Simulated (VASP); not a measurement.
Zr3ZnN2, 6 atoms in the cell. The structure is hexagonal, space group P-62m (No. 189). Conventional cell: a = 5.465 Å, b = 5.465 Å, c = 3.755 Å, α = 90.00°, β = 90.00°, γ = 120.00°. Within 2.8 Å of Zr (site symmetry m2m) lie 1 Zn at 2.08 Å and 4 N at 2.54 Å. Within 2.8 Å of Zn (site symmetry -62m) lie 3 Zr at 2.08 Å. Within 3.3 Å of N (site symmetry -6) lie 6 Zr at 2.54 Å and 3 N at 3.16 Å. The cell was built from a structure type or drawn by symmetry, and may not be a known phase.

- Program: VASP 6.6.1
- Task: relaxation of cell and atoms
- Functional: PBE
- Potentials or basis: VASP PAW PBE potentials, release 64 (Zr_sv, Zn, N)
- Cutoff: 600 eV
- k mesh: 6 × 6 × 4
- Occupations: gaussian, width 0.1 eV
- Spin: no spin polarisation
- Dipole correction: no
- Further INCAR settings: ALGO = Normal; EDIFF = 1e-06; IBRION = 2; EDIFFG = -0.04; NSW = 90; ISIF = 3

Potentials or basis: VASP PAW PBE potentials, release 64 (Zr_sv, Zn, N).

Command:

```bash
$ cat potpaw_PBE.64/Zr_sv/POTCAR potpaw_PBE.64/Zn/POTCAR potpaw_PBE.64/N/POTCAR > POTCAR
$ mpirun -np 1 vasp_std > vasp.out
```

Hardware: 1 thread of AMD EPYC 9R45 96-Core Processor (Zen 5) (shared host).

Q: How long does it take, and how much memory?

A: Run time: 13 min on 1 thread of AMD EPYC 9R45 96-Core Processor (Zen 5), with other jobs on the host, peak memory 0.28 GiB. Counts: scf iterations 155, k points 21, ion steps 17.
